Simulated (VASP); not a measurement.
# Al3GaN4 (Pm) in VASP: notebook

Al3GaN4 is run at these levels: PBEsol; tasks: single point.

Program: VASP 6.6.1. These are calculated values, not measurements. Logs are shortened: lines on timing, memory, paths and dates and some standing lists are left out, and cuts for length are marked.

### Step 1. The cell of the first run

It takes space group Pm (No. 6, monoclinic). Conventional cell: a = 5.043 Å, b = 3.130 Å, c = 5.635 Å, α = 90.00°, β = 90.03°, γ = 90.00°. Al (site symmetry m) has 4 N at 1.91 to 1.95 Å within 2.5 Å. Within 2.5 Å of Al (site symmetry m) lie 4 N at 1.90 to 1.97 Å. Within 2.5 Å of Al (site symmetry m) lie 4 N at 1.91 to 1.97 Å. Ga (site symmetry m) has 4 N at 1.95 to 2.01 Å within 2.6 Å. N (site symmetry m) has 3 Al at 1.91 to 1.97 Å and 1 Ga at 1.96 Å within 2.5 Å. N (site symmetry m) has 4 Al at 1.91 to 1.97 Å within 2.5 Å. N (site symmetry m) has 2 Al at 1.90 to 1.95 Å and 2 Ga at 1.95 Å within 2.5 Å. N (site symmetry m) has 3 Al at 1.91 Å and 1 Ga at 2.01 Å within 2.5 Å.

### Step 2. Single point, PBEsol (strain +0.000 along x and y, +0.040 along z)

File INCAR:

```
  ALGO = Normal
  EDIFF = 1E-6
  ENCUT = 520
  GGA = PS
  ISIF = 2
  ISMEAR = 0
  LASPH = T
  LCHARG = F
  LREAL = F
  LWAVE = F
  NBANDS = 31
  NELM = 100
  PREC = Accurate
  SIGMA = 0.05
```

File KPOINTS:

```
k-points
0
Gamma
  6 8 4
```

File POSCAR:

```
Al3GaN4
1.0
    5.0434079713      0.0000000000      0.0001195903
    0.0000000000      3.1300738974      0.0000000000
   -0.0032362569      0.0000000000      5.6347116253
Al Ga N
3 1 4
Direct
    0.5002300423      0.5000000000      0.1673295664
    0.0009207036      0.5000000000      0.8348055932
    0.0010880650      0.0000000000      0.3316926342
    0.4994217138      0.0000000000      0.6662009016
    0.1111724737      0.0000000000      0.6663292503
    0.1224543238      0.5000000000      0.1671578647
    0.6251234799      0.5000000000      0.8401923551
    0.6231881979      0.0000000000      0.3262928345
```

Potentials or basis: VASP PAW PBE potentials, release 64 (Al, Ga_d, N).

Started as:

```sh
$ cat potpaw_PBE.64/Al/POTCAR potpaw_PBE.64/Ga_d/POTCAR potpaw_PBE.64/N/POTCAR > POTCAR
$ mpirun -np 1 vasp_std > vasp.out
```

OUTCAR:

```text
EDIFF = 1E-6
   ENCUT = 520
   GGA = PS
   ISIF = 2
   ISMEAR = 0
   LASPH = T
   LREAL = F
   NELM = 100
   PREC = Accurate

 ion  position               nearest neighbor table
   1  0.500  0.500  0.167-   6 1.91   8 1.91   8 1.91   7 1.95   3 3.11   3 3.11   3 3.11   3 3.11
                             2 3.14   2 3.15
   2  0.001  0.500  0.835-   7 1.90   5 1.91   5 1.91   6 1.97   4 3.11   4 3.11   4 3.12   4 3.12
                             1 3.14   1 3.15   3 3.21   3 3.21   3 3.24   3 3.24
   3  0.001  0.000  0.332-   8 1.91   6 1.92   6 1.92   5 1.97   1 3.11   1 3.11   1 3.11   1 3.11
                             4 3.14   2 3.21   2 3.21   2 3.24   2 3.24
   4  0.499  0.000  0.666-   7 1.95   7 1.95   5 1.96   8 2.01   2 3.11   2 3.11   2 3.12   2 3.12
                             3 3.14
   5  0.111  0.000  0.666-   2 1.91   2 1.91   4 1.96   3 1.97
   6  0.122  0.500  0.167-   1 1.91   3 1.92   3 1.92   2 1.97
   7  0.625  0.500  0.840-   2 1.90   1 1.95   4 1.95   4 1.95
   8  0.623  0.000  0.326-   3 1.91   1 1.91   1 1.91   4 2.01

  LATTYP: Found a simple monoclinic cell.
 ALAT       =     5.0434079727
 B/A-ratio  =     0.6206267497
 C/A-ratio  =     1.1172430597
 COS(beta)  =    -0.0005506307

  Lattice vectors:

 A1 = (   5.0434079713,   0.0000000000,   0.0001195903)
 A2 = (   0.0000000000,   3.1300738974,   0.0000000000)
 A3 = (  -0.0032362569,   0.0000000000,   5.6347116253)

Analysis of symmetry for initial positions (statically):
=====================================================================
 Subroutine PRICEL returns:
 Original cell was already a primitive cell.

 Routine SETGRP: Setting up the symmetry group for a
 simple monoclinic supercell.

 Subroutine GETGRP returns: Found  2 space group operations
 (whereof  2 operations were pure point group operations)
 out of a pool of  4 trial point group operations.

The static configuration has the point symmetry C_1h.

Analysis of symmetry for dynamics (positions and initial velocities):
=====================================================================
 Subroutine PRICEL returns:
 Original cell was already a primitive cell.

 Routine SETGRP: Setting up the symmetry group for a
 simple monoclinic supercell.

 Subroutine GETGRP returns: Found  2 space group operations
 (whereof  2 operations were pure point group operations)
 out of a pool of  4 trial point group operations.

The dynamic configuration has the point symmetry C_1h.

 Subroutine INISYM returns: Found  2 space group operations
 (whereof  2 operations are pure point group operations),
 and found     1 'primitive' translations

----------------------------------------------------------------------------------------

                                     Primitive cell

  volume of cell :      88.9509

  direct lattice vectors                    reciprocal lattice vectors
     5.043407971  0.000000000  0.000119590     0.198278623  0.000000000  0.000113880
     0.000000000  3.130073897  0.000000000     0.000000000  0.319481275  0.000000000
    -0.003236257  0.000000000  5.634711625    -0.000004208  0.000000000  0.177471369

  length of vectors
     5.043407973  3.130073897  5.634712555     0.198278655  0.319481275  0.177471369

  position of ions in fractional coordinates (direct lattice)
     0.500230042  0.500000000  0.167329566
     0.000920704  0.500000000  0.834805593
     0.001088065  0.000000000  0.331692634
     0.499421714  0.000000000  0.666200902
     0.111172474  0.000000000  0.666329250
     0.122454324  0.500000000  0.167157865
     0.625123480  0.500000000  0.840192355
     0.623188198  0.000000000  0.326292835

  ion indices of the primitive-cell ions
   primitive index   ion index
                 1           1
                 2           2
                 3           3
                 4           4
                 5           5
                 6           6
                 7           7
                 8           8

----------------------------------------------------------------------------------------

 KPOINTS: k-points

Automatic generation of k-mesh.
 Grid dimensions read from file:
 generate k-points for:    6    8    4

 Generating k-lattice:

  Cartesian coordinates                     Fractional coordinates (reciprocal lattice)
     0.033046437  0.000000000  0.000018980     0.166666667  0.000000000  0.000000000
     0.000000000  0.039935159  0.000000000     0.000000000  0.125000000  0.000000000
    -0.000001052  0.000000000  0.044367842     0.000000000  0.000000000  0.250000000

  Length of vectors
     0.033046443  0.039935159  0.044367842

  Shift w.r.t. Gamma in fractional coordinates (k-lattice)
     0.000000000  0.000000000  0.000000000

 Subroutine IBZKPT returns following result:
 ===========================================

 Found     70 irreducible k-points:

 Following reciprocal coordinates:
            Coordinates               Weight
  0.000000  0.000000  0.000000      1.000000
  0.166667  0.000000  0.000000      2.000000
  0.333333  0.000000  0.000000      2.000000
  0.500000  0.000000  0.000000      1.000000
  0.000000  0.125000  0.000000      2.000000
  0.166667  0.125000  0.000000      4.000000
[... 16 lines left out ...]
  0.333333  0.000000  0.250000      2.000000
  0.500000  0.000000  0.250000      2.000000
 [... further k-points ...]
   k-points           NKPTS =     70   k-points in BZ     NKDIM =     70   number of bands    NBANDS=     31
   number of dos      NEDOS =    301   number of ions     NIONS =      8
   total plane-waves  NPLWV =  40320
   dimension x,y,z NGX =    40 NGY =   24 NGZ =   42
   dimension x,y,z NGXF=    80 NGYF=   48 NGZF=   84
   ions per type =               3   1   4
   NGX,Y,Z   is equivalent  to a cutoff of  13.19, 12.75, 12.39 a.u.
   NGXF,Y,Z  is equivalent  to a cutoff of  26.37, 25.49, 24.78 a.u.
 SYSTEM =  unknown system
   PREC   = accura    normal or accurate (medium, high low for compatibility)
   ISTART =      0    job   : 0-new  1-cont  2-samecut
   ICHARG =      2    charge: 1-file 2-atom 10-const
   ISPIN  =      1    spin polarized calculation?
   LNONCOLLINEAR =      F non collinear calculations
   LSORBIT =      F    spin-orbit coupling
   LASPH  =      T    aspherical Exc in radial PAW
   ENCUT  =  520.0 eV  38.22 Ry    6.18 a.u.   9.38  5.82 10.48*2*pi/ulx,y,z
   NELM   =    100;   NELMIN=  2; NELMDL= -5     # of ELM steps
   EDIFF  = 0.1E-05   stopping-criterion for ELM
   LREAL  =      F    real-space projection
[... 7 lines left out ...]
   TEBEG  =    0.0;   TEEND  =   0.0 temperature during run
   PSTRESS=    0.0 pullay stress
   NELECT =      42.0000    total number of electrons
   NUPDOWN=      -1.0000    fix difference up-down
   EMIN   =  10.00;   EMAX   =-10.00  energy-range for DOS
   EFERMI =   0.00;   METHOD = LEGACY
   ISMEAR =     0;   SIGMA  =   0.05  broadening in eV -4-tet -1-fermi 0-gaus
   EFERMI_NEDOS =   21; number of points for ismear=-14 and -15
   IALGO  =     38    algorithm
   IMIX   =      4    mixing-type and parameters
     AMIX     =   0.40;   BMIX     =  1.00
     AMIX_MAG =   1.60;   BMIX_MAG =  1.00
  volume/ion in A,a.u.               =      11.12        75.03
  Fermi-wavevector in a.u.,A,eV,Ry     =   1.274797  2.409018 22.110938  1.625108
  Thomas-Fermi vector in A             =   2.407545
   LORBIT       =      0    0 simple, 1 ext, 2 COOP (PROOUT), +10 PAW based schemes
   GGA     = PS    functional components
   LHFCALC =     F    Hartree Fock is set to
   AEXX    =    0.0000 exact exchange contribution
   IVDW    =     0    specifies the selected vdW correction
   LEPSILON=     F    determine dielectric tensor
   LRPA    =     F    only Hartree local field effects (RPA)
 non-spin polarized calculation
 Gauss-broadening in eV      SIGMA  =   0.05
  energy-cutoff  :      520.00
  volume of cell :       88.95
 maximum number of plane-waves:      2422
 NGX is ok and might be reduce to    40
   NGX = 19   NGY = 11   NGZ = 21

 number of electron      42.0000002 magnetization

 Free energy of the ion-electron system (eV)
  ---------------------------------------------------
  ext. energy  EPLUGINS =         0.00000000
  ---------------------------------------------------
  free energy    TOTEN  =       -59.89615664 eV

  energy without entropy =      -59.89615664  energy(sigma->0) =      -59.89615664

 E-fermi :   5.7449     XC(G=0): -11.1394

 val. band max:        5.4646068334   @ k =   0.0000   0.0000   0.0000
 cond. band min:       8.5735701481   @ k =   0.0000   0.0000   0.0000
 fundamental gap:      3.1089633147
 Fermi energy:         5.7448895099

 k-point     1 :       0.0000    0.0000    0.0000
  band No.  band energies     occupation
      1      -9.6853      2.00000
      2      -8.4642      2.00000
      3      -8.4150      2.00000
      4      -7.4827      2.00000
      5      -7.4293      2.00000
      6      -7.3508      2.00000
[... 23 lines left out ...]
     30      15.9380      0.00000
     31      16.4774      0.00000

 k-point     2 :       0.1667    0.0000    0.0000
  band No.  band energies     occupation
      1      -9.5890      2.00000
      2      -8.4877      2.00000
      3      -8.3900      2.00000
      4      -7.5535      2.00000
      5      -7.4295      2.00000
      6      -7.3533      2.00000
[... 23 lines left out ...]
     30      15.9872      0.00000
     31      16.4404      0.00000

 k-point     3 :       0.3333    0.0000    0.0000
  band No.  band energies     occupation
      1      -9.3244      2.00000
      2      -8.5952      2.00000
      3      -8.3541      2.00000
      4      -7.7176      2.00000
      5      -7.4299      2.00000
      6      -7.3589      2.00000
[... 703 lines left out ...]
     30      15.6480      0.00000
     31      16.1908      0.00000

 k-point    24 :       0.5000    0.0000    0.2500
  band No.  band energies     occupation
      1      -8.9692      2.00000
      2      -8.6662      2.00000
      3      -8.3708      2.00000
      4      -7.8997      2.00000
      5      -7.4302      2.00000
      6      -7.3533      2.00000
[... 23 lines left out ...]
     30      15.6307      0.00000
     31      16.2707      0.00000

 [... further k-points ...]

------------------------ aborting loop because EDIFF is reached ----------------------------------------

  FORCE on cell =-STRESS in cart. coord.  units (eV):
  Direction    XX          YY          ZZ          XY          YZ          ZX
  --------------------------------------------------------------------------------------
  -------------------------------------------------------------------------------------
  Total       -1.3251597     -1.9777787     -8.5283644      0.0000000      0.0000000      0.0167157
  in kB      -23.8686808    -35.6236065   -153.6122805      0.0000000      0.0000000      0.3010822
  external PRESSURE =     -71.0348559 kB  Pullay stress =       0.0000000 kB

 VOLUME and BASIS-vectors are now :
 -----------------------------------------------------------------------------
  energy-cutoff  :      520.00
  volume of cell :       88.95
      direct lattice vectors                 reciprocal lattice vectors
     5.043407971  0.000000000  0.000119590     0.198278623  0.000000000  0.000113880
     0.000000000  3.130073897  0.000000000     0.000000000  0.319481275  0.000000000
    -0.003236257  0.000000000  5.634711625    -0.000004208  0.000000000  0.177471369

 POSITION                                       TOTAL-FORCE (eV/Angst)
 -----------------------------------------------------------------------------------
      2.52232      1.56504      0.94291         0.195247      0.000000     -0.247851
      0.00194      1.56504      4.70389         0.172096      0.000000      0.204950
      0.00441      0.00000      1.86899         0.154580      0.000000      0.237328
      2.51663      0.00000      3.75391         0.172047      0.000000     -0.212129
      0.55853      0.00000      3.75459        -0.125422      0.000000     -0.293637
      0.61705      1.56504      0.94190        -0.185092      0.000000     -0.273659
      3.15003      1.56504      4.73432        -0.223798      0.000000      0.306363
      3.14194      0.00000      1.83864        -0.159658      0.000000      0.278634
 -----------------------------------------------------------------------------------
    total drift:                               -0.000346      0.000000      0.001048

  FREE ENERGIE OF THE ION-ELECTRON SYSTEM (eV)
  ---------------------------------------------------
  free  energy   TOTEN  =       -59.8961566362 eV

  energy  without entropy=      -59.8961566362  energy(sigma->0) =      -59.89615664
```

It took 2.2 min on 1 thread of Intel Xeon Platinum 8488C (Sapphire Rapids), shared host; peak memory 0.3 GiB.

What came out:

- Free energy: -59.8962 eV
- Pressure: -7.1 GPa
- Largest force: 0.379 eV/Å
- Band gap on the k mesh: 3.11 eV

Forces on the atoms (eV/Å):
```
Al   0.195  0.000 -0.248
Al   0.172  0.000  0.205
Al   0.155  0.000  0.237
Ga   0.172  0.000 -0.212
N   -0.125  0.000 -0.294
N   -0.185  0.000 -0.274
N   -0.224  0.000  0.306
N   -0.160  0.000  0.279
```

Caveat: the cell differs from its parent crystal (strain +0.000 along x and y, +0.040 along z); the cell stands under tension; the PAW data sets were made with another functional, which shifts forces and pressure a little. A k mesh can miss the band edges.

### Step 3. Single point, PBEsol (strain +0.040 along x and y, -0.040 along z)

File INCAR:

```
SYSTEM = Al3GaN4
ALGO = Normal ; EDIFF = 1E-6
ENCUT = 520 ; GGA = PS
ISIF = 2 ; ISMEAR = 0
LASPH = .TRUE. ; LCHARG = .TRUE.
LELF = .TRUE. ; LREAL = .FALSE.
LVHAR = .TRUE. ; LWAVE = .FALSE.
NBANDS = 31 ; NELM = 80
PREC = Accurate ; SIGMA = 0.05
```

File KPOINTS:

```
k-points
0
G
  6 8 4
  0 0 0
```

Edit POSCAR of step 2 so:

```diff
@@ -2,5 +2,5 @@
 1.0
-    5.0434079713      0.0000000000      0.0001195903
-    0.0000000000      3.1300738974      0.0000000000
-   -0.0032362569      0.0000000000      5.6347116253
+    5.2451442902      0.0000000000      0.0001103911
+    0.0000000000      3.2552768533      0.0000000000
+   -0.0033657072      0.0000000000      5.2012722695
 Al Ga N
```

Potentials or basis: VASP PAW PBE potentials, release 64 (Al, Ga_d, N).

Started as:

```sh
$ cat potpaw_PBE.64/Al/POTCAR potpaw_PBE.64/Ga_d/POTCAR potpaw_PBE.64/N/POTCAR > POTCAR
$ mpirun -np 1 vasp_std > vasp.out
```

It took 2.2 min on 1 thread of Intel Xeon Platinum 8488C (Sapphire Rapids), shared host; peak memory 0.3 GiB.

It converged, with:

```yaml
Free_energy: -59.6078 eV
Pressure: -5.7 GPa
Largest_force: 1.023 eV/Å
Band_gap_on_the_k_mesh: 2.94 eV
```

Forces on the atoms (eV/Å):
```
Al  -0.403  0.000  0.765
Al  -0.413  0.000 -0.736
Al  -0.364  0.000 -0.785
Ga  -0.334  0.000  0.769
N    0.329  0.000  0.918
N    0.394  0.000  0.814
N    0.466  0.000 -0.911
N    0.327  0.000 -0.834
```

Stress tensor (GPa, compression positive):
```
-15.31   0.00  -0.11
  0.00 -13.84   0.00
 -0.11   0.00  12.04
```

Levels at points of the mesh, in eV from the valence-band top:
```csv
k point,band 19,band 20,band 21,band 22,band 23,band 24
"(0.00, 0.00, 0.00)",-0.26,-0.25,0.00,2.94,4.69,5.21
"(0.50, 0.00, 0.00)",-0.49,-0.46,-0.18,4.17,4.58,5.22
"(0.00, 0.50, 0.00)",-2.01,-1.51,-1.50,5.30,5.31,7.10
"(0.50, 0.50, 0.00)",-1.42,-1.41,-1.22,5.64,6.06,6.10
"(0.00, 0.00, 0.50)",-0.72,-0.63,-0.50,4.80,5.05,6.31
"(0.50, 0.00, 0.50)",-1.49,-1.47,-1.13,5.24,5.58,5.73
"(0.00, 0.50, 0.50)",-1.75,-0.72,-0.56,5.15,5.24,5.82
"(0.50, 0.50, 0.50)",-1.32,-1.30,-1.15,4.34,4.78,4.81
```

Caveat: the cell differs from its parent crystal (strain +0.040 along x and y, -0.040 along z); the cell stands under tension; the PAW data sets were made with another functional, which shifts forces and pressure a little.

[end of part 1 of 2]
